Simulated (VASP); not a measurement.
A run of VASP 6.6.1 is set up as follows.

File INCAR:

```
ALGO = Normal
EDIFF = 1E-6
ENCUT = 520
ISIF = 2
ISMEAR = 0
LASPH = True
LCHARG = False
LREAL = False
LWAVE = False
NBANDS = 12
NELM = 80
PREC = Accurate
SIGMA = 0.01
```

File KPOINTS:

```
k-points
0
Gamma
  6 6 6
```

File POSCAR:

```
CsH
1.0
    3.6382241900      0.0000000000      0.0000000000
    0.0000000000      3.6382241900      0.0000000000
    0.0000000000      0.0000000000      3.6382241900
Cs H
1 1
Direct
    0.0000000000      0.0000000000      0.0000000000
    0.5000000000      0.5000000000      0.5000000000
```

Potentials or basis: VASP PAW LDA potentials, release 64 (Cs_sv, H).

The run is started by

```console
$ cat potpaw_LDA.64/Cs_sv/POTCAR potpaw_LDA.64/H/POTCAR > POTCAR
$ mpirun -np 1 vasp_std > vasp.out
```

(1) Predict the band gap on the k mesh.

(2) Predict the pressure.

Answers

(1) 2.35 eV, direct.

(2) 0.2 GPa.

Caveat: spin-orbit coupling is left out, which moves the levels of the heavy elements.
